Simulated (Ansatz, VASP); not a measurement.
Ti3Se: VASP and Ansatz over several settings

```
Se Ti
1.0
     3.23952    0.00000    0.00000
    -1.61976    2.80551    0.00000
     0.00000    0.00000    8.04727
Se Ti
1 3
Cartesian
  0.0000 0.0000 0.0000
  1.6198 0.9352 4.0236
  0.0000 1.8703 6.2197
  0.0000 1.8703 1.8275
```

Single points on this cell with VASP 6.6.1 and Ansatz 0.2.0. Each row is one pair of runs. Alike in all rows: spin: off; k mesh: 10 × 10 × 4; smearing: fermi-dirac, width 0.05 eV.

| level | VASP's potentials, cutoff | Ansatz's potentials, cutoff | gap on the k mesh at the Fermi level (eV), VASP | gap on the k mesh at the Fermi level (eV), Ansatz | pressure (GPa), VASP | pressure (GPa), Ansatz | rms of the force components (eV/Å), VASP | rms of the force components (eV/Å), Ansatz |
| --- | --- | --- | --- | --- | --- | --- | --- | --- |
| PBE | VASP PAW PBE potentials, release 64 (Se, Ti_sv), 520 eV | Ansatz PAW, 420 eV | none | none | -3.9 | -4.0 | 0.027 | 0.034 |
| r2SCAN | VASP PAW PBE potentials, release 64 (Se, Ti_sv), 520 eV | Ansatz PAW, 500 eV | none | none | -4.6 | -4.9 | 0.064 | 0.071 |
| LDA | VASP PAW LDA potentials, release 64 (Se, Ti_sv), 520 eV | Ansatz PAW, 420 eV | none | none | -11.3 | -11.5 | 0.078 | 0.086 |

Pressure (GPa): the two programs differ by at most 0.32; rms of the force components (eV/Å): the two programs differ by at most 0.0085.

VASP's potentials hold 42 valence electrons a cell and Ansatz's 52, so a difference there can come from the potentials and not from the codes.

A gap of «none» marks a metal or a gap that the smearing closes.
